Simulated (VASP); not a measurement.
A run of VASP 6.6.1:

File INCAR:

```
ALGO = Normal
EDIFF = 1E-7
EDIFFG = -0.005
ENCUT = 600
GGA = CA
IBRION = 2
ISIF = 3
ISMEAR = -1
LASPH = T
LCHARG = F
LREAL = F
LWAVE = F
NELM = 100
NSW = 100
PREC = Accurate
SIGMA = 0.05
```

Contents of KPOINTS:

```
k-points
0
Gamma
  9 9 8
```

Contents of POSCAR:

```
LaGa2
1.0
    4.4322576538      0.0000000000      0.0000000000
   -2.2161288269      3.8384477242      0.0000000000
    0.0000000000      0.0000000000      4.5307522683
La Ga
1 2
Direct
    0.0000000000      0.0000000000      0.0000000000
    0.3333333333      0.6666666667      0.5000000000
    0.6666666667      0.3333333333      0.5000000000
```

Potentials or basis: VASP PAW LDA potentials, release 64 (La, Ga_d).

Launch:

```bash
$ cat potpaw_LDA.64/La/POTCAR potpaw_LDA.64/Ga_d/POTCAR > POTCAR
$ mpirun -np 1 vasp_std > vasp.out
```

Hardware: 1 thread of Intel(R) Xeon(R) Platinum 8559C (Emerald Rapids) (shared host).

Problem. How long does it take, and how much memory?

Solution. It took 5.4 min on 1 thread of Intel(R) Xeon(R) Platinum 8559C (Emerald Rapids) (shared host), peak memory 0.28 GiB. Counts: scf iterations 75, k points 60, ion steps 8.
